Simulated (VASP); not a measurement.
# SnTe (Pm-3m) in VASP: a series of runs

The runs below take SnTe through single point, with PBE, LDA.

All numbers are computed with VASP 6.6.1; they aren't measurements. Logs are shortened: lines on timing, memory, paths and dates and some standing lists are left out, and cuts for length are marked.

## 1. The cell of the first run

Symmetry: Pm-3m, No. 221, cubic system. The conventional cell has a = 3.905 Å, b = 3.905 Å, c = 3.905 Å, α = 90.00°, β = 90.00°, γ = 90.00°. Te (site symmetry m-3m) has 8 Sn at 3.38 Å and 6 Te at 3.90 Å within 4.4 Å. Within 4.4 Å of Sn (site symmetry m-3m) lie 8 Te at 3.38 Å and 6 Sn at 3.90 Å.

## 2. Single point, PBE

File INCAR:

```
PREC = Accurate
ENCUT = 520
EDIFF = 1E-7
ISMEAR = 0
SIGMA = 0.011
LREAL = False
LASPH = True
NELM = 100
ALGO = Normal
ISIF = 2
LWAVE = False
LCHARG = True
GGA = PE
LELF = True
LVHAR = True
NBANDS = 17
```

File KPOINTS:

```
Automatic mesh
0
Gamma
  7 7 7
```

File POSCAR:

```
SnTe
1.0
    3.9047000000      0.0000000000      0.0000000000
    0.0000000000      3.9047000000      0.0000000000
    0.0000000000      0.0000000000      3.9047000000
Te Sn
1 1
Direct
    0.5000000000      0.5000000000      0.5000000000
    0.0000000000      0.0000000000      0.0000000000
```

Potentials or basis: VASP PAW PBE potentials, release 64 (Te, Sn_d).

On the command line:

```console
cat potpaw_PBE.64/Te/POTCAR potpaw_PBE.64/Sn_d/POTCAR > POTCAR
mpirun -np 1 vasp_std > vasp.out
```

OUTCAR:

```text
PREC = Accurate
   ENCUT = 520
   EDIFF = 1E-7
   ISMEAR = 0
   LREAL = False
   LASPH = True
   NELM = 100
   ISIF = 2
   GGA = PE

 ion  position               nearest neighbor table
   1  0.500  0.500  0.500-   2 3.38   2 3.38   2 3.38   2 3.38   2 3.38   2 3.38   2 3.38   2 3.38

   2  0.000  0.000  0.000-   1 3.38   1 3.38   1 3.38   1 3.38   1 3.38   1 3.38   1 3.38   1 3.38

  LATTYP: Found a simple cubic cell.
 ALAT       =     3.9047000000

  Lattice vectors:

 A1 = (   3.9047000000,   0.0000000000,   0.0000000000)
 A2 = (   0.0000000000,   3.9047000000,   0.0000000000)
 A3 = (   0.0000000000,   0.0000000000,   3.9047000000)

Analysis of symmetry for initial positions (statically):
=====================================================================
 Subroutine PRICEL returns:
 Original cell was already a primitive cell.

 Routine SETGRP: Setting up the symmetry group for a
 simple cubic supercell.

 Subroutine GETGRP returns: Found 48 space group operations
 (whereof 48 operations were pure point group operations)
 out of a pool of 48 trial point group operations.

The static configuration has the point symmetry O_h .

Analysis of symmetry for dynamics (positions and initial velocities):
=====================================================================
 Subroutine PRICEL returns:
 Original cell was already a primitive cell.

 Routine SETGRP: Setting up the symmetry group for a
 simple cubic supercell.

 Subroutine GETGRP returns: Found 48 space group operations
 (whereof 48 operations were pure point group operations)
 out of a pool of 48 trial point group operations.

The dynamic configuration has the point symmetry O_h .

 Subroutine INISYM returns: Found 48 space group operations
 (whereof 48 operations are pure point group operations),
 and found     1 'primitive' translations

----------------------------------------------------------------------------------------

                                     Primitive cell

  volume of cell :      59.5337

  direct lattice vectors                    reciprocal lattice vectors
     3.904700000  0.000000000  0.000000000     0.256101621  0.000000000  0.000000000
     0.000000000  3.904700000  0.000000000     0.000000000  0.256101621  0.000000000
     0.000000000  0.000000000  3.904700000     0.000000000  0.000000000  0.256101621

  length of vectors
     3.904700000  3.904700000  3.904700000     0.256101621  0.256101621  0.256101621

  position of ions in fractional coordinates (direct lattice)
     0.500000000  0.500000000  0.500000000
     0.000000000  0.000000000  0.000000000

  ion indices of the primitive-cell ions
   primitive index   ion index
                 1           1
                 2           2

----------------------------------------------------------------------------------------

 KPOINTS: Automatic mesh

Automatic generation of k-mesh.
 Grid dimensions read from file:
 generate k-points for:    7    7    7

 Generating k-lattice:

  Cartesian coordinates                     Fractional coordinates (reciprocal lattice)
     0.036585946  0.000000000  0.000000000     0.142857143  0.000000000  0.000000000
     0.000000000  0.036585946  0.000000000     0.000000000  0.142857143  0.000000000
     0.000000000  0.000000000  0.036585946     0.000000000  0.000000000  0.142857143

  Length of vectors
     0.036585946  0.036585946  0.036585946

  Shift w.r.t. Gamma in fractional coordinates (k-lattice)
     0.000000000  0.000000000  0.000000000

 Subroutine IBZKPT returns following result:
 ===========================================

 Found     20 irreducible k-points:

 Following reciprocal coordinates:
            Coordinates               Weight
  0.000000  0.000000  0.000000      1.000000
  0.142857  0.000000  0.000000      6.000000
  0.285714  0.000000  0.000000      6.000000
  0.428571  0.000000  0.000000      6.000000
  0.142857  0.142857  0.000000     12.000000
  0.285714  0.142857  0.000000     24.000000
[... 12 lines left out ...]
  0.428571  0.428571  0.285714     24.000000
  0.428571  0.428571  0.428571      8.000000
   k-points           NKPTS =     20   k-points in BZ     NKDIM =     20   number of bands    NBANDS=     17
   number of dos      NEDOS =    301   number of ions     NIONS =      2
   total plane-waves  NPLWV =  27000
   dimension x,y,z NGX =    30 NGY =   30 NGZ =   30
   dimension x,y,z NGXF=    60 NGYF=   60 NGZF=   60
   ions per type =               1   1
   NGX,Y,Z   is equivalent  to a cutoff of  12.77, 12.77, 12.77 a.u.
   NGXF,Y,Z  is equivalent  to a cutoff of  25.55, 25.55, 25.55 a.u.
 SYSTEM =  unknown system
   PREC   = accura    normal or accurate (medium, high low for compatibility)
   ISTART =      0    job   : 0-new  1-cont  2-samecut
   ICHARG =      2    charge: 1-file 2-atom 10-const
   ISPIN  =      1    spin polarized calculation?
   LNONCOLLINEAR =      F non collinear calculations
   LSORBIT =      F    spin-orbit coupling
   LASPH  =      T    aspherical Exc in radial PAW
   ENCUT  =  520.0 eV  38.22 Ry    6.18 a.u.   7.26  7.26  7.26*2*pi/ulx,y,z
   NELM   =    100;   NELMIN=  2; NELMDL= -5     # of ELM steps
   EDIFF  = 0.1E-06   stopping-criterion for ELM
   LREAL  =      F    real-space projection
   EDIFFG = 0.1E-05   stopping-criterion for IOM
   NSW    =      0    number of steps for IOM
   IBRION =     -1    ionic relax: 0-MD 1-quasi-New 2-CG
   NFREE  =      0    steps in history (QN), initial steepest desc. (CG)
   ISIF   =      2    stress and relaxation
   ISYM   =      2    0-nonsym 1-usesym 2-fastsym
   POTIM  = 0.5000    time-step for ionic-motion
   TEBEG  =    0.0;   TEEND  =   0.0 temperature during run
   PSTRESS=    0.0 pullay stress
   NELECT =      20.0000    total number of electrons
   NUPDOWN=      -1.0000    fix difference up-down
   EMIN   =  10.00;   EMAX   =-10.00  energy-range for DOS
   EFERMI =   0.00;   METHOD = LEGACY
   ISMEAR =     0;   SIGMA  =   0.01  broadening in eV -4-tet -1-fermi 0-gaus
   EFERMI_NEDOS =   21; number of points for ismear=-14 and -15
   IALGO  =     38    algorithm
   IMIX   =      4    mixing-type and parameters
     AMIX     =   0.40;   BMIX     =  1.00
     AMIX_MAG =   1.60;   BMIX_MAG =  1.00
  volume/ion in A,a.u.               =      29.77       200.88
  Fermi-wavevector in a.u.,A,eV,Ry     =   1.138057  2.150615 17.621893  1.295173
  Thomas-Fermi vector in A             =   2.274761
   LORBIT       =      0    0 simple, 1 ext, 2 COOP (PROOUT), +10 PAW based schemes
   GGA     = PE    functional components
   LHFCALC =     F    Hartree Fock is set to
   AEXX    =    0.0000 exact exchange contribution
   IVDW    =     0    specifies the selected vdW correction
   LEPSILON=     F    determine dielectric tensor
   LRPA    =     F    only Hartree local field effects (RPA)
 non-spin polarized calculation
 Gauss-broadening in eV      SIGMA  =   0.01
  energy-cutoff  :      520.00
  volume of cell :       59.53
 maximum number of plane-waves:      1614
 NGX is ok and might be reduce to    30
   NGX = 15   NGY = 15   NGZ = 15

 number of electron      19.9999983 magnetization

 Free energy of the ion-electron system (eV)
  ---------------------------------------------------
  ext. energy  EPLUGINS =         0.00000000
  ---------------------------------------------------
  free energy    TOTEN  =        -7.06753025 eV

  energy without entropy =       -7.06699337  energy(sigma->0) =       -7.06726181

 E-fermi :   6.9626     XC(G=0):  -9.8831

 val. band max:        6.9524113880   @ k =   0.4286   0.2857   0.2857
 cond. band min:       6.9676131995   @ k =   0.4286   0.2857   0.0000
 fundamental gap:      0.0152018115
 Fermi energy:         6.9626341114

 k-point     1 :       0.0000    0.0000    0.0000
  band No.  band energies     occupation
      1     -14.5243      2.00000
      2     -14.5243      2.00000
      3     -14.4878      2.00000
      4     -14.4878      2.00000
      5     -14.4878      2.00000
      6      -5.3098      2.00000
[... 9 lines left out ...]
     16      17.8944      0.00000
     17      17.8944      0.00000

 k-point     2 :       0.1429    0.0000    0.0000
  band No.  band energies     occupation
      1     -14.5241      2.00000
      2     -14.5183      2.00000
      3     -14.4898      2.00000
      4     -14.4898      2.00000
      5     -14.4877      2.00000
      6      -5.1537      2.00000
[... 9 lines left out ...]
     16      17.1321      0.00000
     17      17.4510      0.00000

 k-point     3 :       0.2857    0.0000    0.0000
  band No.  band energies     occupation
      1     -14.5236      2.00000
      2     -14.5045      2.00000
      3     -14.4943      2.00000
      4     -14.4943      2.00000
      5     -14.4874      2.00000
      6      -4.7268      2.00000
[... 9 lines left out ...]
     16      15.1765      0.00000
     17      17.6856      0.00000

 k-point     4 :       0.4286    0.0000    0.0000
  band No.  band energies     occupation
      1     -14.5231      2.00000
      2     -14.4979      2.00000
      3     -14.4979      2.00000
      4     -14.4935      2.00000
      5     -14.4871      2.00000
      6      -4.2408      2.00000
[... 9 lines left out ...]
     16      17.7125      0.00000
     17      18.6196      0.00000
[... 263 lines left out ...]
      1     -14.5059      2.00000
      2     -14.5047      2.00000
      3     -14.5002      2.00000
      4     -14.4928      2.00000
      5     -14.4818      2.00000
      6      -3.4133      2.00000
[... 9 lines left out ...]
     16      16.7938      0.00000
     17      18.7555      0.00000

 k-point    19 :       0.4286    0.4286    0.2857
  band No.  band energies     occupation
      1     -14.5101      2.00000
      2     -14.5043      2.00000
      3     -14.5041      2.00000
      4     -14.4871      2.00000
      5     -14.4759      2.00000
      6      -3.1579      2.00000
[... 9 lines left out ...]
     16      18.1978      0.00000
     17      19.4356      0.00000

 k-point    20 :       0.4286    0.4286    0.4286
  band No.  band energies     occupation
      1     -14.5089      2.00000
      2     -14.5085      2.00000
      3     -14.5085      2.00000
      4     -14.4756      2.00000
      5     -14.4756      2.00000
      6      -2.9515      2.00000
[... 9 lines left out ...]
     16      19.7945      0.00000
     17      21.6348      0.00000

------------------------ aborting loop because EDIFF is reached ----------------------------------------

  FORCE on cell =-STRESS in cart. coord.  units (eV):
  Direction    XX          YY          ZZ          XY          YZ          ZX
  --------------------------------------------------------------------------------------
  -------------------------------------------------------------------------------------
  Total       -0.4420407     -0.4420407     -0.4420407     -0.0000000     -0.0000000      0.0000000
  in kB      -11.8962423    -11.8962423    -11.8962423     -0.0000000     -0.0000000      0.0000000
  external PRESSURE =     -11.8962423 kB  Pullay stress =       0.0000000 kB

 VOLUME and BASIS-vectors are now :
 -----------------------------------------------------------------------------
  energy-cutoff  :      520.00
  volume of cell :       59.53
      direct lattice vectors                 reciprocal lattice vectors
     3.904700000  0.000000000  0.000000000     0.256101621  0.000000000  0.000000000
     0.000000000  3.904700000  0.000000000     0.000000000  0.256101621  0.000000000
     0.000000000  0.000000000  3.904700000     0.000000000  0.000000000  0.256101621

 POSITION                                       TOTAL-FORCE (eV/Angst)
 -----------------------------------------------------------------------------------
      1.95235      1.95235      1.95235         0.000000      0.000000      0.000000
      0.00000      0.00000      0.00000         0.000000      0.000000      0.000000
 -----------------------------------------------------------------------------------
    total drift:                                0.000000     -0.000000     -0.000000

  FREE ENERGIE OF THE ION-ELECTRON SYSTEM (eV)
  ---------------------------------------------------
  free  energy   TOTEN  =        -7.0675302519 eV

  energy  without entropy=       -7.0669933724  energy(sigma->0) =       -7.06726181
```

Wall time 52 s (1 thread of Intel Xeon 8259CL, shared host); peak memory 0.17 GiB.

Results:

| Property | Result |
| --- | --- |
| Free energy | -7.0675 eV |
| Pressure | -1.2 GPa |
| Band gap on the k mesh | zero (band 10 reaches 7.21 eV, above the bottom of band 11 at 6.18 eV) |

Caveat: spin-orbit coupling is left out, which moves the levels of the heavy elements.

## 3. Single point, LDA

File INCAR:

```
PREC = Accurate ; ENCUT = 520
EDIFF = 1E-7 ; ISMEAR = -1
SIGMA = 0.05 ; LREAL = F
LASPH = T ; NELM = 60
ALGO = Normal ; ISIF = 2
LWAVE = F ; LCHARG = F
GGA = CA ; NBANDS = 17
```

KPOINTS is that of step 2.

POSCAR is that of step 2.

Potentials or basis: VASP PAW LDA potentials, release 64 (Te, Sn_d).

On the command line:

```console
cat potpaw_LDA.64/Te/POTCAR potpaw_LDA.64/Sn_d/POTCAR > POTCAR
mpirun -np 1 vasp_std > vasp.out
```

OUTCAR:

```text
PREC = Accurate
   ENCUT = 520
   EDIFF = 1E-7
   ISMEAR = -1
   LREAL = F
   LASPH = T
   NELM = 60
   ISIF = 2
   GGA = CA

 ion  position               nearest neighbor table
   1  0.500  0.500  0.500-   2 3.38   2 3.38   2 3.38   2 3.38   2 3.38   2 3.38   2 3.38   2 3.38

   2  0.000  0.000  0.000-   1 3.38   1 3.38   1 3.38   1 3.38   1 3.38   1 3.38   1 3.38   1 3.38

  LATTYP: Found a simple cubic cell.
 ALAT       =     3.9047000000

  Lattice vectors:

 A1 = (   3.9047000000,   0.0000000000,   0.0000000000)
 A2 = (   0.0000000000,   3.9047000000,   0.0000000000)
 A3 = (   0.0000000000,   0.0000000000,   3.9047000000)

Analysis of symmetry for initial positions (statically):
=====================================================================
 Subroutine PRICEL returns:
 Original cell was already a primitive cell.

 Routine SETGRP: Setting up the symmetry group for a
 simple cubic supercell.

 Subroutine GETGRP returns: Found 48 space group operations
 (whereof 48 operations were pure point group operations)
 out of a pool of 48 trial point group operations.

The static configuration has the point symmetry O_h .

Analysis of symmetry for dynamics (positions and initial velocities):
=====================================================================
 Subroutine PRICEL returns:
 Original cell was already a primitive cell.

 Routine SETGRP: Setting up the symmetry group for a
 simple cubic supercell.

 Subroutine GETGRP returns: Found 48 space group operations
 (whereof 48 operations were pure point group operations)
 out of a pool of 48 trial point group operations.

The dynamic configuration has the point symmetry O_h .

[... 104 lines left out ...]
   NELECT =      20.0000    total number of electrons
   NUPDOWN=      -1.0000    fix difference up-down
   EMIN   =  10.00;   EMAX   =-10.00  energy-range for DOS
   EFERMI =   0.00;   METHOD = LEGACY
   ISMEAR =    -1;   SIGMA  =   0.05  broadening in eV -4-tet -1-fermi 0-gaus
   EFERMI_NEDOS =   21; number of points for ismear=-14 and -15
   IALGO  =     38    algorithm
   IMIX   =      4    mixing-type and parameters
     AMIX     =   0.40;   BMIX     =  1.00
     AMIX_MAG =   1.60;   BMIX_MAG =  1.00
  volume/ion in A,a.u.               =      29.77       200.88
  Fermi-wavevector in a.u.,A,eV,Ry     =   1.138057  2.150615 17.621893  1.295173
  Thomas-Fermi vector in A             =   2.274761
   LORBIT       =      0    0 simple, 1 ext, 2 COOP (PROOUT), +10 PAW based schemes
   GGA     = CA    functional components
   LHFCALC =     F    Hartree Fock is set to
   AEXX    =    0.0000 exact exchange contribution
   IVDW    =     0    specifies the selected vdW correction
   LEPSILON=     F    determine dielectric tensor
   LRPA    =     F    only Hartree local field effects (RPA)
 non-spin polarized calculation
  energy-cutoff  :      520.00
  volume of cell :       59.53
 maximum number of plane-waves:      1614
 NGX is ok and might be reduce to    30
   NGX = 15   NGY = 15   NGZ = 15

 number of electron      19.9999983 magnetization

 Free energy of the ion-electron system (eV)
  ---------------------------------------------------
  ext. energy  EPLUGINS =         0.00000000
  ---------------------------------------------------
  free energy    TOTEN  =        -8.33996564 eV

  energy without entropy =       -8.32049697  energy(sigma->0) =       -8.33023131

 E-fermi :   6.7788     XC(G=0): -10.0923

 val. band max:        6.7256441040   @ k =   0.4286   0.2857   0.2857
 cond. band min:       6.7855620050   @ k =   0.4286   0.2857   0.0000
 fundamental gap:      0.0599179009
 Fermi energy:         6.7787581422

 k-point     1 :       0.0000    0.0000    0.0000
  band No.  band energies     occupation
      1     -14.6367      2.00000
      2     -14.6367      2.00000
      3     -14.6007      2.00000
      4     -14.6007      2.00000
      5     -14.6007      2.00000
      6      -5.5218      2.00000
[... 377 lines left out ...]
      4     -14.5868      2.00000
      5     -14.5868      2.00000
      6      -3.1742      2.00000
[... 9 lines left out ...]
     16      19.5398      0.00000
     17      21.3075      0.00000

------------------------ aborting loop because EDIFF is reached ----------------------------------------

  FORCE on cell =-STRESS in cart. coord.  units (eV):
  Direction    XX          YY          ZZ          XY          YZ          ZX
  --------------------------------------------------------------------------------------
  -------------------------------------------------------------------------------------
  Total       -1.7744928     -1.7744928     -1.7744928      0.0000000      0.0000000      0.0000000
  in kB      -47.7553242    -47.7553242    -47.7553242      0.0000000      0.0000000      0.0000000
  external PRESSURE =     -47.7553242 kB  Pullay stress =       0.0000000 kB

 VOLUME and BASIS-vectors are now :
 -----------------------------------------------------------------------------
  energy-cutoff  :      520.00
  volume of cell :       59.53
      direct lattice vectors                 reciprocal lattice vectors
     3.904700000  0.000000000  0.000000000     0.256101621  0.000000000  0.000000000
     0.000000000  3.904700000  0.000000000     0.000000000  0.256101621  0.000000000
     0.000000000  0.000000000  3.904700000     0.000000000  0.000000000  0.256101621

 POSITION                                       TOTAL-FORCE (eV/Angst)
 -----------------------------------------------------------------------------------
      1.95235      1.95235      1.95235         0.000000      0.000000      0.000000
      0.00000      0.00000      0.00000         0.000000      0.000000      0.000000
 -----------------------------------------------------------------------------------
    total drift:                                0.000000     -0.000000     -0.000000

  FREE ENERGIE OF THE ION-ELECTRON SYSTEM (eV)
  ---------------------------------------------------
  free  energy   TOTEN  =        -8.3399656430 eV

  energy  without entropy=       -8.3204969672  energy(sigma->0) =       -8.33023131
```

stdout:

```text
POSCAR found type information on POSCAR TeSn
 POSCAR found :  2 types and       2 ions
 scaLAPACK will be used
 LDA part: xc-table for (Slater(with rela. corr.)+CA(PZ))
 , standard interpolation
 POSCAR, INCAR and KPOINTS ok, starting setup
 FFT: planning ... GRIDC
 FFT: planning ... GRID_SOFT
 FFT: planning ... GRID
 WAVECAR not read
 entering main loop
```

Wall time 35 s (1 thread of Intel Xeon 8259CL, shared host); peak memory 0.16 GiB.

What came out:

* Free energy: -8.3400 eV
* Pressure: -4.8 GPa
* Band gap on the k mesh: zero (band 10 reaches 7.02 eV, above the bottom of band 11 at 5.96 eV)

Caveat: spin-orbit coupling is left out, which moves the levels of the heavy elements.
